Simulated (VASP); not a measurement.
BiTe, 2 atoms in the cell. Symmetry: Fm-3m, No. 225, cubic system. The conventional cell has a = 6.427 Å, b = 6.427 Å, c = 6.427 Å, α = 90.00°, β = 90.00°, γ = 90.00°. Bi (site symmetry m-3m) has 6 Te at 3.21 Å within 4.2 Å. Within 4.2 Å of Te (site symmetry m-3m) lie 6 Bi at 3.21 Å.  This cell differs from its parent crystal: volume scaled by 0.98.

```yaml
Program: VASP 6.6.1
Task: single point
Functional: PBE
Potentials_or_basis: VASP PAW PBE potentials, release 64 (Bi_d, Te)
Cutoff: 520 eV
k_mesh: 10 × 10 × 10
Occupations: fermi-dirac, width 0.08 eV
Spin: no spin polarisation
Dipole_correction: no
Further_INCAR_settings: ALGO = Normal; EDIFF = 1e-06; NBANDS = 18
```

Potentials or basis: VASP PAW PBE potentials, release 64 (Bi_d, Te).

Command:

```sh
$ cat potpaw_PBE.64/Bi_d/POTCAR potpaw_PBE.64/Te/POTCAR > POTCAR
$ mpirun -np 1 vasp_std > vasp.out
```

Hardware: 1 thread of AMD EPYC 7R43 64-Core Processor (Zen 3), on a shared host.

Q: How long does it take, and how much memory?

A: Run time: 96 s on 1 thread of AMD EPYC 7R43 64-Core Processor (Zen 3) (shared host), peak memory 0.19 GiB. Counts: scf iterations 11, k points 47.
